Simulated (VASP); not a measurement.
# MnS (R-3m) in VASP: single point with PBE+U

Aim: the single point of MnS with PBE+U.

All numbers are computed with VASP 6.6.1; they aren't measurements. Logs are shortened: lines on timing, memory, paths and dates and some standing lists are left out, and cuts for length are marked.

## Step 1: The cell of the first run

It takes space group R-3m (No. 166, trigonal). Conventional cell: a = 3.739 Å, b = 3.739 Å, c = 9.101 Å, α = 90.00°, β = 90.00°, γ = 120.00°. Within 3.5 Å of Mn (site symmetry -3m) lie 6 S at 2.64 Å. S (site symmetry -3m) has 6 Mn at 2.64 Å within 3.5 Å.

## Step 2: Single point, PBE+U, collinear spin, antiferromagnetic start

INCAR

```
PREC = Accurate
ENCUT = 520
EDIFF = 1E-7
ISMEAR = 0
SIGMA = 0.05
LREAL = F
LASPH = T
NELM = 150
ALGO = Normal
ISIF = 2
LWAVE = F
LCHARG = T
ISPIN = 2
MAGMOM = 4.92 -4.92 0 0
LORBIT = 11
LMAXMIX = 4
LDAU = T
LDAUTYPE = 2
LDAUL = 2 -1
LDAUU = 3.9 0
LDAUJ = 0 0
LDAUPRINT = 1
GGA = PE
LELF = T
LVHAR = T
NBANDS = 31
```

KPOINTS

```
regular mesh
0
Gamma
  8 8 8
```

POSCAR

```
MnS
1.0
   -2.6218391884     -2.6218391884      5.2656070032
   -5.2656070032     -2.6218391884      2.6218391884
   -2.6218391884     -5.2656070032      2.6218391884
Mn S
2 2
Direct
    0.0000000000      0.0000000000      0.0000000000
    0.5000000000      0.5000000000      0.5000000000
    1.2499999971     -0.7500000029     -0.7500000029
    1.7500000029     -0.2499999971     -0.2499999971
```

Potentials or basis: VASP PAW PBE potentials, release 64 (Mn_pv, S).

Command:

```console
$ cat potpaw_PBE.64/Mn_pv/POTCAR potpaw_PBE.64/S/POTCAR > POTCAR
$ mpirun -np 1 vasp_std > vasp.out
```

OUTCAR:

```text
PREC = Accurate
   ENCUT = 520
   EDIFF = 1E-7
   ISMEAR = 0
   LREAL = F
   LASPH = T
   NELM = 150
   ISIF = 2
   ISPIN = 2
   LORBIT = 11
   GGA = PE

 ion  position               nearest neighbor table
   1  0.000  0.000  0.000-   4 2.64   3 2.64   4 2.64   4 2.64   3 2.64   3 2.64
   2  0.500  0.500  0.500-   3 2.64   3 2.64   3 2.64   4 2.64   4 2.64   4 2.64
   3  0.250  0.250  0.250-   2 2.64   2 2.64   2 2.64   1 2.64   1 2.64   1 2.64
   4  0.750  0.750  0.750-   2 2.64   2 2.64   2 2.64   1 2.64   1 2.64   1 2.64

  LATTYP: Found a trigonal (rhomboedric) cell.
 ALAT       =     6.4400852923
 COS(alpha) =     0.8314753693

  Lattice vectors:

 A1 = (  -2.6218391884,  -2.6218391884,   5.2656070032)
 A2 = (  -5.2656070032,  -2.6218391884,   2.6218391884)
 A3 = (  -2.6218391884,  -5.2656070032,   2.6218391884)

Analysis of symmetry for initial positions (statically):
=====================================================================
 Subroutine PRICEL returns following result:

  LATTYP: Found a trigonal (rhomboedric) cell.
 ALAT       =     3.7233625626
 COS(alpha) =     0.4958311992
[... 12 lines left out ...]
 Subroutine GETGRP returns: Found 12 space group operations
 (whereof 12 operations were pure point group operations)
 out of a pool of 12 trial point group operations.

The static configuration has the point symmetry D_3d.

Analysis of symmetry for dynamics (positions and initial velocities):
=====================================================================
 Subroutine PRICEL returns following result:

  LATTYP: Found a trigonal (rhomboedric) cell.
 ALAT       =     3.7233625626
 COS(alpha) =     0.4958311992
[... 12 lines left out ...]
 Subroutine GETGRP returns: Found 12 space group operations
 (whereof 12 operations were pure point group operations)
 out of a pool of 12 trial point group operations.

The dynamic configuration has the point symmetry D_3d.

Analysis of structural, dynamic, and magnetic symmetry:
=====================================================================
 Subroutine PRICEL returns following result:

  LATTYP: Found a trigonal (rhomboedric) cell.
 ALAT       =     3.7233625626
 COS(alpha) =     0.4958311992
[... 12 lines left out ...]
 Subroutine GETGRP returns: Found 12 space group operations
 (whereof 12 operations were pure point group operations)
 out of a pool of 12 trial point group operations.

The overall configuration has the point symmetry D_3d.

 Subroutine INISYM returns: Found 12 space group operations
 (whereof 12 operations are pure point group operations),
 and found     2 'primitive' translations

----------------------------------------------------------------------------------------

                                     Primitive cell

  volume of cell :      36.7274

  direct lattice vectors                    reciprocal lattice vectors
    -2.632803502  0.010964313  2.632803502    -0.189518646  0.188729396  0.189518646
    -2.632803502 -2.632803502 -0.010964313    -0.189518646 -0.189518646 -0.188729396
     0.010964313 -2.632803502  2.632803502     0.188729396 -0.189518646  0.189518646

  length of vectors
     3.723362563  3.723362563  3.723362563     0.327800884  0.327800884  0.327800884

  position of ions in fractional coordinates (direct lattice)
     0.000000000  0.000000000  0.000000000
     0.499999994  0.499999994  0.499999994

  ion indices of the primitive-cell ions
   primitive index   ion index
                 1           1
                 2           3

----------------------------------------------------------------------------------------

 KPOINTS: regular mesh

Automatic generation of k-mesh.
 Grid dimensions read from file:
 generate k-points for:    8    8    8

 Generating k-lattice:

  Cartesian coordinates                     Fractional coordinates (reciprocal lattice)
     0.011795587  0.011795587  0.035485418     0.125000000  0.000000000  0.000000000
[... 77 lines left out ...]
   IMIX   =      4    mixing-type and parameters
     AMIX     =   0.40;   BMIX     =  1.00
     AMIX_MAG =   1.60;   BMIX_MAG =  1.00
  volume/ion in A,a.u.               =      18.36       123.92
  Fermi-wavevector in a.u.,A,eV,Ry     =   1.314204  2.483485 23.499057  1.727132
  Thomas-Fermi vector in A             =   2.444473
   LORBIT       =     11    0 simple, 1 ext, 2 COOP (PROOUT), +10 PAW based schemes
 LDA+U is selected, type is set to LDAUTYPE =  2
   angular momentum for each species LDAUL =     2   -1
   U (eV)           for each species LDAUU =   3.9  0.0
   J (eV)           for each species LDAUJ =   0.0  0.0
   GGA     = PE    functional components
   LHFCALC =     F    Hartree Fock is set to
   AEXX    =    0.0000 exact exchange contribution
   IVDW    =     0    specifies the selected vdW correction
   LEPSILON=     F    determine dielectric tensor
   LRPA    =     F    only Hartree local field effects (RPA)
 spin polarized calculation
 Gauss-broadening in eV      SIGMA  =   0.05
  energy-cutoff  :      520.00
  volume of cell :       73.45
 maximum number of plane-waves:      1994
   NGX = 23   NGY = 23   NGZ = 23

atom =   1  type =  1  l = 2

 onsite density matrix

spin component  1

  0.9325 -0.0001 -0.0007 -0.0001 -0.0000
 -0.0001  0.9325 -0.0004  0.0001  0.0006
 -0.0007 -0.0004  0.9518 -0.0004 -0.0000
 -0.0001  0.0001 -0.0004  0.9325 -0.0006
 -0.0000  0.0006 -0.0000 -0.0006  0.9518

spin component  2

  0.0146 -0.0000  0.0009 -0.0000  0.0000
 -0.0000  0.0146  0.0005  0.0000 -0.0008
  0.0009  0.0005  0.0840  0.0005 -0.0000
 -0.0000  0.0000  0.0005  0.0146  0.0008
  0.0000 -0.0008 -0.0000  0.0008  0.0840

 occupancies and eigenvectors

  o =  0.0146  v =  0.0000  0.0000  0.0000  0.0000  0.0000 -0.7385 -0.6706  0.0145 -0.0679 -0.0068      0.0000  0.0000  0.0000  0.0000  0.0000  0.0000  0.0000  0.0000  0.0000  0.0000
  o =  0.0146  v =  0.0000  0.0000  0.0000  0.0000  0.0000  0.3480 -0.4656 -0.0068  0.8136 -0.0145      0.0000  0.0000  0.0000  0.0000  0.0000  0.0000  0.0000  0.0000  0.0000  0.0000
  o =  0.0147  v =  0.0000  0.0000  0.0000  0.0000  0.0000 -0.5774  0.5774 -0.0000  0.5774 -0.0000      0.0000  0.0000  0.0000  0.0000  0.0000  0.0000  0.0000  0.0000  0.0000  0.0000
  o =  0.0841  v =  0.0000  0.0000  0.0000  0.0000  0.0000 -0.0002  0.0112 -0.0186 -0.0114 -0.9997      0.0000  0.0000  0.0000  0.0000  0.0000  0.0000  0.0000  0.0000  0.0000  0.0000
  o =  0.0841  v =  0.0000  0.0000  0.0000  0.0000  0.0000  0.0131  0.0067  0.9997  0.0063 -0.0186      0.0000  0.0000  0.0000  0.0000  0.0000  0.0000  0.0000  0.0000  0.0000  0.0000
  o =  0.9324  v = -0.1047  0.6482 -0.0059 -0.7529 -0.0457  0.0000  0.0000  0.0000  0.0000  0.0000      0.0000  0.0000  0.0000  0.0000  0.0000  0.0000  0.0000  0.0000  0.0000  0.0000
  o =  0.9324  v =  0.8089  0.4951  0.0457  0.3138 -0.0059  0.0000  0.0000  0.0000  0.0000  0.0000      0.0000  0.0000  0.0000  0.0000  0.0000  0.0000  0.0000  0.0000  0.0000  0.0000
  o =  0.9326  v = -0.5774  0.5774 -0.0000  0.5774 -0.0000  0.0000  0.0000  0.0000  0.0000  0.0000      0.0000  0.0000  0.0000  0.0000  0.0000  0.0000  0.0000  0.0000  0.0000  0.0000
  o =  0.9518  v =  0.0376  0.0188 -0.9989  0.0188 -0.0000  0.0000  0.0000  0.0000  0.0000  0.0000      0.0000  0.0000  0.0000  0.0000  0.0000  0.0000  0.0000  0.0000  0.0000  0.0000
  o =  0.9518  v =  0.0000  0.0326 -0.0000 -0.0326  0.9989  0.0000  0.0000  0.0000  0.0000  0.0000      0.0000  0.0000  0.0000  0.0000  0.0000  0.0000  0.0000  0.0000  0.0000  0.0000

atom =   2  type =  1  l = 2

 onsite density matrix

spin component  1

  0.0146 -0.0000  0.0009 -0.0000  0.0000
 -0.0000  0.0146  0.0005  0.0000 -0.0008
  0.0009  0.0005  0.0840  0.0005 -0.0000
 -0.0000  0.0000  0.0005  0.0146  0.0008
  0.0000 -0.0008 -0.0000  0.0008  0.0840

spin component  2

  0.9325 -0.0001 -0.0007 -0.0001 -0.0000
 -0.0001  0.9325 -0.0004  0.0001  0.0006
 -0.0007 -0.0004  0.9518 -0.0004 -0.0000
 -0.0001  0.0001 -0.0004  0.9325 -0.0006
 -0.0000  0.0006 -0.0000 -0.0006  0.9518

 occupancies and eigenvectors

  o =  0.0146  v =  0.6385  0.7599 -0.0125 -0.1214  0.0100  0.0000  0.0000  0.0000  0.0000  0.0000      0.0000  0.0000  0.0000  0.0000  0.0000  0.0000  0.0000  0.0000  0.0000  0.0000
  o =  0.0146  v = -0.5088  0.2985  0.0100 -0.8073  0.0125  0.0000  0.0000  0.0000  0.0000  0.0000      0.0000  0.0000  0.0000  0.0000  0.0000  0.0000  0.0000  0.0000  0.0000  0.0000
  o =  0.0147  v = -0.5774  0.5774 -0.0000  0.5774 -0.0000  0.0000  0.0000  0.0000  0.0000  0.0000      0.0000  0.0000  0.0000  0.0000  0.0000  0.0000  0.0000  0.0000  0.0000  0.0000
  o =  0.0841  v = -0.0003  0.0112 -0.0241 -0.0115 -0.9996  0.0000  0.0000  0.0000  0.0000  0.0000      0.0000  0.0000  0.0000  0.0000  0.0000  0.0000  0.0000  0.0000  0.0000  0.0000
  o =  0.0841  v =  0.0131  0.0068  0.9996  0.0063 -0.0241  0.0000  0.0000  0.0000  0.0000  0.0000      0.0000  0.0000  0.0000  0.0000  0.0000  0.0000  0.0000  0.0000  0.0000  0.0000
  o =  0.9324  v =  0.0000  0.0000  0.0000  0.0000  0.0000 -0.6997  0.0131 -0.0395 -0.7128 -0.0237      0.0000  0.0000  0.0000  0.0000  0.0000  0.0000  0.0000  0.0000  0.0000  0.0000
  o =  0.9324  v =  0.0000  0.0000  0.0000  0.0000  0.0000 -0.4191 -0.8155 -0.0237  0.3964  0.0395      0.0000  0.0000  0.0000  0.0000  0.0000  0.0000  0.0000  0.0000  0.0000  0.0000
  o =  0.9326  v =  0.0000  0.0000  0.0000  0.0000  0.0000 -0.5774  0.5774  0.0000  0.5774 -0.0000      0.0000  0.0000  0.0000  0.0000  0.0000  0.0000  0.0000  0.0000  0.0000  0.0000
  o =  0.9518  v =  0.0000  0.0000  0.0000  0.0000  0.0000  0.0376  0.0188 -0.9989  0.0188 -0.0000      0.0000  0.0000  0.0000  0.0000  0.0000  0.0000  0.0000  0.0000  0.0000  0.0000
  o =  0.9518  v =  0.0000  0.0000  0.0000  0.0000  0.0000  0.0000  0.0326 -0.0000 -0.0326  0.9989      0.0000  0.0000  0.0000  0.0000  0.0000  0.0000  0.0000  0.0000  0.0000  0.0000

 number of electron      38.0000011 magnetization      -0.0000000

 Free energy of the ion-electron system (eV)
  ---------------------------------------------------
  ext. energy  EPLUGINS =         0.00000000
  ---------------------------------------------------
  free energy    TOTEN  =       -26.07348910 eV

  energy without entropy =      -26.07348910  energy(sigma->0) =      -26.07348910

 E-fermi :   5.6358     XC(G=0): -10.4174

 val. band max:        5.3390571154   @ k =   0.5000   0.5000   0.5000
 cond. band min:       7.6426731337   @ k =   0.5000   0.5000   0.0000
 fundamental gap:      2.3036160182
 Fermi energy:         5.6358406655

 spin component 1

 k-point     1 :       0.0000    0.0000    0.0000
  band No.  band energies     occupation
      1     -44.6544      1.00000
      2     -44.6480      1.00000
      3     -44.6480      1.00000
      4     -39.7967      1.00000
      5     -39.7959      1.00000
      6     -39.7959      1.00000
[... 1625 lines left out ...]
     30      13.6054      0.00000
     31      13.8372      0.00000

 [... further k-points ...]

------------------------ aborting loop because EDIFF is reached ----------------------------------------

  FORCE on cell =-STRESS in cart. coord.  units (eV):
  Direction    XX          YY          ZZ          XY          YZ          ZX
  --------------------------------------------------------------------------------------
  -------------------------------------------------------------------------------------
  Total       -0.2395739     -0.2395739     -0.2395739      0.0042384     -0.0042384     -0.0042384
  in kB       -5.2255285     -5.2255285     -5.2255285      0.0924460     -0.0924460     -0.0924460
  external PRESSURE =      -5.2255285 kB  Pullay stress =       0.0000000 kB

 VOLUME and BASIS-vectors are now :
 -----------------------------------------------------------------------------
  energy-cutoff  :      520.00
  volume of cell :       73.45
      direct lattice vectors                 reciprocal lattice vectors
    -2.621839188 -2.621839188  5.265607003     0.094364698  0.094364698  0.283883344
    -5.265607003 -2.621839188  2.621839188    -0.283883344  0.094364698 -0.094364698
    -2.621839188 -5.265607003  2.621839188     0.094364698 -0.283883344 -0.094364698

 POSITION                                       TOTAL-FORCE (eV/Angst)
 -----------------------------------------------------------------------------------
      0.00000      0.00000      0.00000        -0.000000      0.000000     -0.000000
     -5.25464     -5.25464      5.25464        -0.000000      0.000000     -0.000000
     -2.62732     -2.62732      2.62732        -0.000000     -0.000000      0.000000
     -7.88196     -7.88196      7.88196         0.000000      0.000000     -0.000000
 -----------------------------------------------------------------------------------
    total drift:                                0.000000      0.000000     -0.000000

  FREE ENERGIE OF THE ION-ELECTRON SYSTEM (eV)
  ---------------------------------------------------
  free  energy   TOTEN  =       -26.0734891037 eV

  energy  without entropy=      -26.0734891037  energy(sigma->0) =      -26.07348910

 total charge

# of ion       s       p       d       tot
------------------------------------------
    1        0.208   6.154   4.896  11.258
    2        0.208   6.154   4.896  11.258
    3        1.321   2.442   0.000   3.763
    4        1.321   2.442   0.000   3.763
--------------------------------------------------
tot          3.059  17.192   9.792  30.043

 magnetization (x)

# of ion       s       p       d       tot
------------------------------------------
    1        0.026   0.020   4.479   4.526
    2       -0.026  -0.020  -4.479  -4.526
    3        0.000   0.000   0.000   0.000
    4        0.000   0.000   0.000   0.000
--------------------------------------------------
tot          0.000   0.000   0.000   0.000
```

It took 19 min on 1 thread of Intel Xeon 8259CL, shared host; peak memory 0.53 GiB.

Results:

- Free energy: -26.0735 eV
- Pressure: -0.5 GPa
- Band gap on the k mesh: 2.30 eV
- Net moment: 0.00 μB per cell
- Site moments: Mn +4.53, -4.53; S +0.00 μB
- Valence electrons inside the program's atomic spheres: Mn 11.26; S 3.76

Eigenvalues of the final occupation matrices:
```csv
site,spin,trace,eigenvalues
site 1 d,1,4.70,0.93 0.93 0.93 0.95 0.95
site 1 d,2,0.21,0.01 0.01 0.01 0.08 0.08
site 2 d,1,0.21,0.01 0.01 0.01 0.08 0.08
site 2 d,2,4.70,0.93 0.93 0.93 0.95 0.95
```

Caveat: the antiferromagnetic order is the one typed at the start, and another may lie lower.
